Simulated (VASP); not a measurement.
Set up this calculation in VASP 6.6.1, as the native input.

```
Task                   : relaxation of cell and atoms
Functional             : PBE
Potentials or basis    : VASP PAW PBE potentials, release 64 (Si, C)
Cutoff                 : 600 eV
k mesh                 : 12 × 12 × 18
Occupations            : gaussian, width 0.1 eV
Spin                   : no spin polarisation
Dipole correction      : no
Further INCAR settings : ALGO = Normal; EDIFF = 1e-07; IBRION = 2; EDIFFG = -0.01; NSW = 100; ISIF = 3
```

The structure of Si3C lies in POSCAR:

```
Si3C
1.0
    4.9479303742      0.0000000000      0.0000000000
   -2.4739651871      4.2850334002      0.0000000000
    0.0000000000      0.0000000000      2.4130145326
Si C
3 1
Direct
    0.5000000000      0.0000000000      0.5000000000
    0.0000000000      0.5000000000      0.5000000000
    0.5000000000      0.5000000000      0.5000000000
    0.0000000000      0.0000000000      0.5000000000
```

One way to write it, as run:

INCAR

```
SYSTEM = Si3C
PREC = Accurate
ENCUT = 600
EDIFF = 1E-7
ISMEAR = 0
SIGMA = 0.1
LREAL = .FALSE.
LASPH = .TRUE.
NELM = 100
ALGO = Normal
ISIF = 3
LWAVE = .FALSE.
LCHARG = .FALSE.
GGA = PE
IBRION = 2
NSW = 100
EDIFFG = -0.01
```

KPOINTS

```
Automatic mesh
0
G
  12 12 18
  0 0 0
```

Potentials or basis: VASP PAW PBE potentials, release 64 (Si, C).

Command:

```sh
$ cat potpaw_PBE.64/Si/POTCAR potpaw_PBE.64/C/POTCAR > POTCAR
$ mpirun -np 1 vasp_std > vasp.out
```

It gave:

- Relaxed volume: 12.71 Å³/atom
- Relaxed cell: a = 4.913 Å, b = 4.913 Å, c = 2.433 Å, α = 90.00°, β = 90.00°, γ = 120.00°
- Space group after relaxing (to 0.05 Å): P6/mmm (No. 191)
- Energy gained by relaxing: 1.7 meV/atom
- Ionic steps: 6
- Pressure after relaxing: 0.0 GPa
- Band gap on the k mesh: zero (band 8 reaches 13.30 eV, above the bottom of band 9 at 7.39 eV)

Wall time 3.4 min on 1 thread of Intel(R) Xeon(R) Platinum 8488C (Sapphire Rapids) (shared host), peak memory 0.27 GiB.
